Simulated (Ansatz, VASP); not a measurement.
# One calculation of Cs, two programs

```xyz
1
Lattice="-3.0005 3.0005 3.0005 3.0005 -3.0005 3.0005 3.0005 3.0005 -3.0005" Properties=species:S:1:pos:R:3 pbc="T T T"
Cs    0.0000    0.0000    0.0000
```

Alike in both runs: task single point; functional PBE; k mesh 10 × 10 × 10; occupations gaussian, width 0.05 eV; no spin polarisation.

|  | VASP | Ansatz |
| --- | --- | --- |
| version | VASP 6.6.1 | Ansatz 0.2.0 |
| potentials or method | VASP PAW PBE potentials, release 64 (Cs_sv), cutoff 520 eV | scalar-relativistic, plane waves, PAW |
| valence electrons in the cell | 9 | 9 |

|  | VASP | Ansatz | Ansatz less VASP |
| --- | --- | --- | --- |
| gap on the k mesh at the Fermi level (eV) | none | none | - |
| pressure (GPa) | 0.2 | 0.2 | +0.01 |

A gap of «none» marks a metal or a gap that the smearing closes.

Neither program's run includes spin-orbit coupling.
